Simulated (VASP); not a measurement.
# CdIn2O4 (Fd-3m) in VASP: single point with PBE+D3(BJ)

Aim: the single point of CdIn2O4 with PBE+D3(BJ).

Program: VASP 6.6.1. These are calculated values, not measurements. Logs are shortened: lines on timing, memory, paths and dates and some standing lists are left out, and cuts for length are marked.

### Step 1. The cell of the first run

The structure is cubic, space group Fd-3m (No. 227). Conventional cell: a = 9.256 Å, b = 9.256 Å, c = 9.256 Å, α = 90.00°, β = 90.00°, γ = 90.00°. Cd (site symmetry -43m) has 4 O at 2.21 Å within 2.9 Å. Within 2.9 Å of In (site symmetry -3m) lie 6 O at 2.20 Å. O (site symmetry 3m) has 3 In at 2.20 Å and 1 Cd at 2.21 Å within 2.9 Å.

### Step 2. Single point, PBE+D3(BJ)

File INCAR:

```
ALGO = Normal
EDIFF = 1E-6
ENCUT = 520
GGA = PE
ISIF = 2
ISMEAR = 0
IVDW = 12
LASPH = True
LCHARG = False
LREAL = False
LWAVE = False
NBANDS = 75
NELM = 100
PREC = Accurate
SIGMA = 0.02
```

File KPOINTS:

```
k-points
0
Gamma
  6 6 6
```

File POSCAR:

```
CdIn2O4
1.0
    0.0000000000      4.6281002992      4.6281002992
    4.6281002992      0.0000000000      4.6281002992
    4.6281002992      4.6281002992      0.0000000000
Cd In O
2 4 8
Direct
    0.2500000000      0.2500000000      0.2500000000
    0.0000000000      0.0000000000      0.0000000000
    0.1250000000      0.6250000000      0.6250000000
    0.6250000000      0.6250000000      0.6250000000
    0.6250000000      0.1250000000      0.6250000000
    0.6250000000      0.6250000000      0.1250000000
    0.8622448908      0.8622448908      0.8622448908
    0.8367346724      0.3877551092      0.3877551092
    0.3877551092      0.3877551092      0.8367346724
    0.3877551092      0.8367346724      0.3877551092
    0.8622448908      0.8622448908      0.4132653276
    0.8622448908      0.4132653276      0.8622448908
    0.3877551092      0.3877551092      0.3877551092
    0.4132653276      0.8622448908      0.8622448908
```

Potentials or basis: VASP PAW PBE potentials, release 64 (Cd, In_d, O).

Command:

```console
cat potpaw_PBE.64/Cd/POTCAR potpaw_PBE.64/In_d/POTCAR potpaw_PBE.64/O/POTCAR > POTCAR
mpirun -np 1 vasp_std > vasp.out
```

OUTCAR:

```text
EDIFF = 1E-6
   ENCUT = 520
   GGA = PE
   ISIF = 2
   ISMEAR = 0
   IVDW = 12
   LASPH = True
   LREAL = False
   NELM = 100
   PREC = Accurate
 IVDW          = 12

 ion  position               nearest neighbor table
   1  0.250  0.250  0.250-   8 2.21   9 2.21  10 2.21  13 2.21   5 3.84   6 3.84   3 3.84   3 3.84
                             4 3.84   5 3.84   3 3.84   4 3.84   6 3.84   4 3.84   5 3.84   6 3.84
   2  0.000  0.000  0.000-   7 2.21  11 2.21  12 2.21  14 2.21   4 3.84   6 3.84   3 3.84   4 3.84
                             5 3.84   3 3.84   5 3.84   6 3.84   4 3.84   5 3.84   6 3.84   3 3.84
   3  0.125  0.625  0.625-   7 2.20   9 2.20  10 2.20  11 2.20  12 2.20  13 2.20   4 3.27   6 3.27
                             5 3.27   4 3.27   5 3.27   6 3.27   2 3.84   2 3.84   1 3.84   1 3.84
   4  0.625  0.625  0.625-   8 2.20   9 2.20  10 2.20  11 2.20  12 2.20  14 2.20   3 3.27   5 3.27
                             6 3.27   6 3.27   5 3.27   3 3.27   2 3.84   1 3.84   2 3.84   1 3.84
   5  0.625  0.125  0.625-   7 2.20   8 2.20   9 2.20  11 2.20  13 2.20  14 2.20   4 3.27   6 3.27
                             3 3.27   4 3.27   6 3.27   3 3.27   2 3.84   1 3.84   1 3.84   1 3.84
   6  0.625  0.625  0.125-   7 2.20   8 2.20  10 2.20  12 2.20  13 2.20  14 2.20   4 3.27   3 3.27
                             4 3.27   5 3.27   5 3.27   3 3.27   1 3.84   1 3.84   2 3.84   1 3.84
   7  0.862  0.862  0.862-   3 2.20   5 2.20   6 2.20   2 2.21
   8  0.837  0.388  0.388-   4 2.20   5 2.20   6 2.20   1 2.21
   9  0.388  0.388  0.837-   3 2.20   4 2.20   5 2.20   1 2.21
  10  0.388  0.837  0.388-   3 2.20   4 2.20   6 2.20   1 2.21
  11  0.862  0.862  0.413-   3 2.20   4 2.20   5 2.20   2 2.21
  12  0.862  0.413  0.862-   3 2.20   4 2.20   6 2.20   2 2.21
  13  0.388  0.388  0.388-   3 2.20   5 2.20   6 2.20   1 2.21
  14  0.413  0.862  0.862-   4 2.20   5 2.20   6 2.20   2 2.21

  LATTYP: Found a face centered cubic cell.
 ALAT       =     9.2562005984

  Lattice vectors:

 A1 = (   0.0000000000,   4.6281002992,   4.6281002992)
 A2 = (   4.6281002992,   0.0000000000,   4.6281002992)
 A3 = (   4.6281002992,   4.6281002992,   0.0000000000)

Analysis of symmetry for initial positions (statically):
=====================================================================
 Subroutine PRICEL returns:
 Original cell was already a primitive cell.

 Routine SETGRP: Setting up the symmetry group for a
 face centered cubic supercell.

 Subroutine GETGRP returns: Found 48 space group operations
 (whereof 24 operations were pure point group operations)
 out of a pool of 48 trial point group operations.

The static configuration has the point symmetry T_d .
 The point group associated with its full space group is O_h .

Analysis of symmetry for dynamics (positions and initial velocities):
=====================================================================
 Subroutine PRICEL returns:
 Original cell was already a primitive cell.

 Routine SETGRP: Setting up the symmetry group for a
 face centered cubic supercell.

 Subroutine GETGRP returns: Found 48 space group operations
 (whereof 24 operations were pure point group operations)
 out of a pool of 48 trial point group operations.

The dynamic configuration has the point symmetry T_d .
 The point group associated with its full space group is O_h .

 Subroutine INISYM returns: Found 48 space group operations
 (whereof 24 operations are pure point group operations),
 and found     1 'primitive' translations

----------------------------------------------------------------------------------------

                                     Primitive cell

  volume of cell :     198.2615

  direct lattice vectors                    reciprocal lattice vectors
     0.000000000  4.628100299  4.628100299    -0.108035688  0.108035688  0.108035688
     4.628100299  0.000000000  4.628100299     0.108035688 -0.108035688  0.108035688
     4.628100299  4.628100299  0.000000000     0.108035688  0.108035688 -0.108035688

  length of vectors
     6.545122211  6.545122211  6.545122211     0.187123301  0.187123301  0.187123301

  position of ions in fractional coordinates (direct lattice)
     0.250000000  0.250000000  0.250000000
     0.000000000  0.000000000  0.000000000
     0.125000000  0.625000000  0.625000000
     0.625000000  0.625000000  0.625000000
     0.625000000  0.125000000  0.625000000
     0.625000000  0.625000000  0.125000000
[... 40 lines left out ...]

  Length of vectors
     0.031187217  0.031187217  0.031187217

  Shift w.r.t. Gamma in fractional coordinates (k-lattice)
     0.000000000  0.000000000  0.000000000

 Subroutine IBZKPT returns following result:
 ===========================================

 Found     16 irreducible k-points:

 Following reciprocal coordinates:
            Coordinates               Weight
  0.000000  0.000000  0.000000      1.000000
  0.166667  0.000000  0.000000      8.000000
  0.333333  0.000000  0.000000      8.000000
  0.500000  0.000000  0.000000      4.000000
  0.166667  0.166667  0.000000      6.000000
  0.333333  0.166667  0.000000     24.000000
[... 8 lines left out ...]
 -0.333333  0.333333  0.166667     24.000000
 -0.333333  0.500000  0.166667     12.000000
   k-points           NKPTS =     16   k-points in BZ     NKDIM =     16   number of bands    NBANDS=     75
   number of dos      NEDOS =    301   number of ions     NIONS =     14
   total plane-waves  NPLWV = 125000
   dimension x,y,z NGX =    50 NGY =   50 NGZ =   50
   dimension x,y,z NGXF=   100 NGYF=  100 NGZF=  100
   ions per type =               2   4   8
   NGX,Y,Z   is equivalent  to a cutoff of  12.70, 12.70, 12.70 a.u.
   NGXF,Y,Z  is equivalent  to a cutoff of  25.40, 25.40, 25.40 a.u.
 SYSTEM =  unknown system
   PREC   = accura    normal or accurate (medium, high low for compatibility)
   ISTART =      0    job   : 0-new  1-cont  2-samecut
   ICHARG =      2    charge: 1-file 2-atom 10-const
   ISPIN  =      1    spin polarized calculation?
   LNONCOLLINEAR =      F non collinear calculations
   LSORBIT =      F    spin-orbit coupling
   LASPH  =      T    aspherical Exc in radial PAW
   ENCUT  =  520.0 eV  38.22 Ry    6.18 a.u.  12.17 12.17 12.17*2*pi/ulx,y,z
   NELM   =    100;   NELMIN=  2; NELMDL= -5     # of ELM steps
   EDIFF  = 0.1E-05   stopping-criterion for ELM
   LREAL  =      F    real-space projection
   EDIFFG = 0.1E-04   stopping-criterion for IOM
   NSW    =      0    number of steps for IOM
   IBRION =     -1    ionic relax: 0-MD 1-quasi-New 2-CG
   NFREE  =      0    steps in history (QN), initial steepest desc. (CG)
   ISIF   =      2    stress and relaxation
   ISYM   =      2    0-nonsym 1-usesym 2-fastsym
   POTIM  = 0.5000    time-step for ionic-motion
   TEBEG  =    0.0;   TEEND  =   0.0 temperature during run
   PSTRESS=    0.0 pullay stress
   NELECT =     124.0000    total number of electrons
   NUPDOWN=      -1.0000    fix difference up-down
   EMIN   =  10.00;   EMAX   =-10.00  energy-range for DOS
   EFERMI =   0.00;   METHOD = LEGACY
   ISMEAR =     0;   SIGMA  =   0.02  broadening in eV -4-tet -1-fermi 0-gaus
   EFERMI_NEDOS =   21; number of points for ismear=-14 and -15
   IALGO  =     38    algorithm
   IMIX   =      4    mixing-type and parameters
     AMIX     =   0.40;   BMIX     =  1.00
     AMIX_MAG =   1.60;   BMIX_MAG =  1.00
  volume/ion in A,a.u.               =      14.16        95.57
  Fermi-wavevector in a.u.,A,eV,Ry     =   1.400026  2.645665 26.668393  1.960072
  Thomas-Fermi vector in A             =   2.523027
   LORBIT       =      0    0 simple, 1 ext, 2 COOP (PROOUT), +10 PAW based schemes
   GGA     = PE    functional components
   LHFCALC =     F    Hartree Fock is set to
   AEXX    =    0.0000 exact exchange contribution
   IVDW    =    12    specifies the selected vdW correction
   LEPSILON=     F    determine dielectric tensor
   LRPA    =     F    only Hartree local field effects (RPA)
 non-spin polarized calculation
 Gauss-broadening in eV      SIGMA  =   0.02
  energy-cutoff  :      520.00
  volume of cell :      198.26
 maximum number of plane-waves:      5365
 NGX is ok and might be reduce to    50
   NGX = 25   NGY = 25   NGZ = 25

 number of electron     124.0000004 magnetization

 Free energy of the ion-electron system (eV)
  ---------------------------------------------------
  ext. energy  EPLUGINS =         0.00000000
  ---------------------------------------------------
  free energy    TOTEN  =       -71.64137746 eV

  energy without entropy =      -71.64137746  energy(sigma->0) =      -71.64137746

 E-fermi :   3.4599     XC(G=0): -10.6526

 val. band max:        3.3350712302   @ k =   0.5000   0.0000   0.0000
 cond. band min:       4.3211373871   @ k =   0.0000   0.0000   0.0000
 fundamental gap:      0.9860661569
 Fermi energy:         3.4598711981

 k-point     1 :       0.0000    0.0000    0.0000
  band No.  band energies     occupation
      1     -13.9243      2.00000
      2     -13.3552      2.00000
      3     -13.3552      2.00000
      4     -13.3552      2.00000
      5     -13.0753      2.00000
      6     -12.8503      2.00000
[... 1221 lines left out ...]
     73      12.7216      0.00000
     74      12.7216      0.00000
 [bands above 74 left out]

------------------------ aborting loop because EDIFF is reached ----------------------------------------

 Edisp (eV)   -3.07361

 E8    (eV) :    -1.2871

  FORCE on cell =-STRESS in cart. coord.  units (eV):
  Direction    XX          YY          ZZ          XY          YZ          ZX
  --------------------------------------------------------------------------------------
  -------------------------------------------------------------------------------------
  Total       0.80518     0.80518     0.80518    -0.00000    -0.00000     0.00000
  in kB       6.50673     6.50673     6.50673    -0.00000    -0.00000     0.00000
  external pressure =        6.51 kB  Pullay stress =        0.00 kB

 VOLUME and BASIS-vectors are now :
 -----------------------------------------------------------------------------
  energy-cutoff  :      520.00
  volume of cell :      198.26
      direct lattice vectors                 reciprocal lattice vectors
     0.000000000  4.628100299  4.628100299    -0.108035688  0.108035688  0.108035688
     4.628100299  0.000000000  4.628100299     0.108035688 -0.108035688  0.108035688
     4.628100299  4.628100299  0.000000000     0.108035688  0.108035688 -0.108035688

 POSITION                                       TOTAL-FORCE (eV/Angst)
 -----------------------------------------------------------------------------------
      2.31405      2.31405      2.31405         0.000000      0.000000      0.000000
      0.00000      0.00000      0.00000         0.000000      0.000000      0.000000
      5.78513      3.47108      3.47108         0.000000      0.000000      0.000000
      5.78513      5.78513      5.78513         0.000000      0.000000      0.000000
      3.47108      5.78513      3.47108         0.000000      0.000000      0.000000
      3.47108      3.47108      5.78513         0.000000      0.000000      0.000000
      7.98111      7.98111      7.98111        -0.020657     -0.020657     -0.020657
      3.58914      5.66706      5.66706         0.020657     -0.020657     -0.020657
      5.66706      5.66706      3.58914        -0.020657     -0.020657      0.020657
      5.66706      3.58914      5.66706        -0.020657      0.020657     -0.020657
      5.90319      5.90319      7.98111         0.020657      0.020657     -0.020657
      5.90319      7.98111      5.90319         0.020657     -0.020657      0.020657
      3.58914      3.58914      3.58914         0.020657      0.020657      0.020657
      7.98111      5.90319      5.90319        -0.020657      0.020657      0.020657
 -----------------------------------------------------------------------------------
    total drift:                               -0.000000     -0.000000      0.000000

  FREE ENERGIE OF THE ION-ELECTRON SYSTEM (eV)
  ---------------------------------------------------
  free  energy   TOTEN  =       -74.7149903573 eV

  energy  without entropy=      -74.7149903573  energy(sigma->0) =      -74.71499036
```

It took 5 min on 1 thread of Intel Xeon Platinum 8375C at 2.90GHz (Ice Lake), shared host; peak memory 0.46 GiB.

Results:

```
Free energy                : -74.7150 eV
Pressure                   : 0.7 GPa
Largest force              : 0.036 eV/Å
Band gap on the k mesh     : 0.99 eV, indirect (least direct gap 1.05 eV)
Dispersion energy per atom : -0.220 eV
```

Forces on the atoms (eV/Å):
```
Cd   0.000  0.000  0.000
Cd   0.000  0.000  0.000
In   0.000  0.000  0.000
In   0.000  0.000  0.000
In   0.000  0.000  0.000
In   0.000  0.000  0.000
O   -0.021 -0.021 -0.021
O    0.021 -0.021 -0.021
O   -0.021 -0.021  0.021
O   -0.021  0.021 -0.021
O    0.021  0.021 -0.021
O    0.021 -0.021  0.021
O    0.021  0.021  0.021
O   -0.021  0.021  0.021
```

Levels at points of the mesh, in eV from the valence-band top:
```csv
k point,band 59,band 60,band 61,band 62,band 63,band 64,band 65,band 66
"(0.00, 0.00, 0.00)",-0.10,-0.10,-0.06,-0.06,0.99,4.97,5.60,5.60
"(0.50, 0.00, 0.00)",-0.29,-0.29,0.00,0.00,3.67,3.87,5.89,6.44
"(0.50, 0.50, 0.00)",-0.20,-0.20,-0.08,-0.08,4.46,4.46,5.92,5.92
```

Caveat: spin-orbit coupling is left out, which moves the levels of the heavy elements. A k mesh can miss the band edges.
